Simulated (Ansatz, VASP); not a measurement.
## One calculation of Ca2SeO, two programs

```
O Se Ca
1.0
     1.88463    1.08809    6.29203
    -1.88463    1.08809    6.29203
     0.00000   -2.17618    6.29203
O Se Ca
1 1 2
Direct
  0.00000 0.00000 0.00000
  0.50000 0.50000 0.50000
  0.26397 0.26397 0.26397
  0.73603 0.73603 0.73603
```

Alike in both runs: task single point; functional r2SCAN; k mesh 6 × 6 × 6; no spin polarisation.

```csv
,VASP,Ansatz
version,VASP 6.6.1,Ansatz 0.2.0
potentials or method,"VASP PAW PBE potentials, release 64 (O, Se, Ca_sv)","plane waves, PAW"
plane-wave cutoff (eV),520,500
occupations,"gaussian, width 0.01 eV",fixed
valence electrons in the cell,32,42
```

Ansatz gave:

| Property | Result |
| --- | --- |
| gap on the k mesh at the Fermi level (eV) | 2.11 |
| pressure (GPa) | 0.0 |

Task: Which values does VASP return?

Result: gap on the k mesh at the Fermi level (eV): 2.10; pressure (GPa): 0.5.

VASP's potentials were made for PBE, not for r2SCAN. VASP's potentials hold 32 valence electrons a cell and Ansatz's 42, so a difference there can come from the potentials and not from the codes.
